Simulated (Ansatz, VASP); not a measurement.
## LiH: VASP beside Ansatz

```
Li H
1.0
     0.00000    1.99000    1.99000
     1.99000    0.00000    1.99000
     1.99000    1.99000    0.00000
Li H
1 1
Direct
  0.00000 0.00000 0.00000
  0.50000 0.50000 0.50000
```

Alike in both runs: functional PBEsol; k mesh 10 × 10 × 10; occupations gaussian, width 0.02 eV; no spin polarisation.

Ansatz relaxed the structure, and its values are those at the end. VASP's run is a single point on that final structure, the one shown.

|  | VASP | Ansatz |
| --- | --- | --- |
| version | VASP 6.6.1 | Ansatz 0.2.0 |
| potentials or method | VASP PAW PBE potentials, release 64 (Li_sv, H), cutoff 520 eV | scalar-relativistic, plane waves, PAW |
| valence electrons in the cell | 4 | 4 |

|  | VASP | Ansatz | Ansatz less VASP |
| --- | --- | --- | --- |
| gap on the k mesh at the Fermi level (eV) | 2.73 | 2.73 | 0.000 |
| least direct gap on the mesh (eV) | 2.73 | 2.73 | 0.000 |

VASP's potentials were made for PBE, not for PBEsol. With one functional, cell and mesh, what is left measures potentials, basis and numerics.

Noted on VASP's run: the cutoff is short for stress, so the pressure is rough.
